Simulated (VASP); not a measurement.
Set up this calculation in VASP 6.6.1, as the native input.

```yaml
Task: relaxation of shape and atoms at fixed volume
Functional: PBE
Potentials_or_basis: VASP PAW PBE potentials, release 64 (Hf_pv)
Cutoff: 600 eV
k_mesh: 10 × 10 × 14
Occupations: gaussian, width 0.05 eV
Spin: no spin polarisation
Dipole_correction: no
Further_INCAR_settings: ALGO = Fast; EDIFF = 1e-06; IBRION = 2; EDIFFG = -0.01; NSW = 60; ISIF = 4
```

The structure of Hf lies in POSCAR:

```
Hf
1.0
    4.7820976192      0.0000000000      0.0000000000
   -2.3910488096      4.1414180216      0.0000000000
    0.0000000000      0.0000000000      2.9734096454
Hf
3
Direct
    0.6666666667      0.3333333333      0.5000000000
    0.3333333333      0.6666666667      0.5000000000
    0.0000000000      0.0000000000      0.0000000000
```

This isn't the form of Hf at room conditions, which is hcp.

One way to write it, as run:

INCAR

```
PREC     = Accurate       # precision mode
ENCUT    = 600            # plane-wave cutoff, eV
EDIFF    = 1E-6           # SCF threshold, eV
ISMEAR   = 0              # smearing method
SIGMA    = 0.05           # smearing width, eV
LREAL    = False          # projectors in reciprocal space
LASPH    = True           # aspherical terms in the spheres
NELM     = 100            # most SCF steps
ALGO     = Fast           # electronic algorithm
ISIF     = 4              # what is computed and relaxed
LWAVE    = False          # write WAVECAR
LCHARG   = False          # write CHGCAR
GGA      = PE             # functional
IBRION   = 2              # ionic algorithm
NSW      = 60             # ionic steps
EDIFFG   = -0.01          # ionic threshold
```

KPOINTS

```
Automatic mesh
0
Gamma
  10 10 14
```

Potentials or basis: VASP PAW PBE potentials, release 64 (Hf_pv).

Command:

```bash
$ cat potpaw_PBE.64/Hf_pv/POTCAR > POTCAR
$ mpirun -np 1 vasp_std > vasp.out
```

Results of the run:

```json
{"Energy gained by relaxing": "0.0 meV/atom", "Ionic steps": "3", "Pressure after relaxing": "16.8 GPa", "Band gap on the k mesh": "zero (bands 15 and 16 overlap by 1.03 eV)"}
```

Caveat: spin-orbit coupling is left out, which moves the levels of the heavy elements.

Wall time 7.7 min on 1 thread of Intel Xeon 8259CL, on a shared host, peak memory 0.28 GiB.
